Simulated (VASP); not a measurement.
Set up this calculation in VASP 6.6.1, as the native input.

```
Task                   : single point
Functional             : LDA
Potentials or basis    : VASP PAW LDA potentials, release 64 (Fe)
Cutoff                 : 520 eV
k mesh                 : 13 × 13 × 13
Occupations            : fermi-dirac, width 0.05 eV
Spin                   : collinear spin, ferromagnetic start
Starting moments       : [3.0] μB
Dipole correction      : no
Further INCAR settings : ALGO = Normal; EDIFF = 1e-06; NBANDS = 14
```

The structure of Fe lies in POSCAR:

```
Fe
1.0
   -1.4619890197      1.4619890197      1.4619890197
    1.4619890197     -1.4619890197      1.4619890197
    1.4619890197      1.4619890197     -1.4619890197
Fe
1
Direct
    0.0000000000      0.0000000000      0.0000000000
```

One way to write it, as run:

INCAR

```
PREC = Accurate
ENCUT = 520
EDIFF = 1E-6
ISMEAR = -1
SIGMA = 0.05
LREAL = F
LASPH = T
NELM = 150
ALGO = Normal
ISIF = 2
LWAVE = F
LCHARG = F
ISPIN = 2
MAGMOM = 3
LORBIT = 11
LMAXMIX = 4
NBANDS = 14
```

KPOINTS

```
Automatic mesh
0
Gamma
  13 13 13
```

Potentials or basis: VASP PAW LDA potentials, release 64 (Fe).

Launch:

```console
$ cat potpaw_LDA.64/Fe/POTCAR > POTCAR
$ mpirun -np 1 vasp_std > vasp.out
```

Results of the run:

```json
{"Pressure": "-29.7 GPa", "Net moment": "2.28 μB per cell", "Site moments": "Fe +2.26 μB", "Valence electrons inside the program's atomic spheres": "Fe 7.10"}
```

Run time: 17 s on 1 thread of AMD EPYC 9R45 96-Core Processor (Zen 5), on a shared host, peak memory 0.1 GiB.
